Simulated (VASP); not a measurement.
Write the native input for VASP 6.6.1 that does the following.

| Quantity | Value |
| --- | --- |
| Task | single point |
| Functional | PBE |
| Potentials or basis | VASP PAW PBE potentials, release 64 (Nb_sv) |
| Cutoff | 500 eV |
| k mesh | 13 × 13 × 13 |
| Occupations | fermi-dirac, width 0.05 eV |
| Spin | no spin polarisation |
| Dipole correction | no |
| Further INCAR settings | ALGO = Normal; EDIFF = 1e-06; NBANDS = 12 |

The structure of Nb lies in POSCAR:

```
Nb
1.0
   -1.6639500000      1.6639500000      1.6639500000
    1.6639500000     -1.6639500000      1.6639500000
    1.6639500000      1.6639500000     -1.6639500000
Nb
1
Direct
    0.0000000000      0.0000000000      0.0000000000
```

One way to write it, as run:

INCAR

```
ALGO     = Normal         # electronic algorithm
EDIFF    = 1E-6           # SCF threshold, eV
ENCUT    = 500            # plane-wave cutoff, eV
GGA      = PE             # functional
GGA_COMPAT= False        
ISIF     = 2              # what is computed and relaxed
ISMEAR   = -1             # smearing method
LASPH    = True           # aspherical terms in the spheres
LCHARG   = False          # write CHGCAR
LREAL    = False          # projectors in reciprocal space
LWAVE    = False          # write WAVECAR
NBANDS   = 12             # bands
NELM     = 120            # most SCF steps
PREC     = Accurate       # precision mode
SIGMA    = 0.05           # smearing width, eV
```

KPOINTS

```
k-points
0
Gamma
  13 13 13
```

Potentials or basis: VASP PAW PBE potentials, release 64 (Nb_sv).

Command:

```console
$ cat potpaw_PBE.64/Nb_sv/POTCAR > POTCAR
$ mpirun -np 1 vasp_std > vasp.out
```

Results of the run:

| Item | Value |
| --- | --- |
| Pressure | -3.5 GPa |

It took 6.1 s on 1 thread of Intel(R) Xeon(R) 6975P-C (Granite Rapids), on a shared host, peak memory 0.14 GiB.
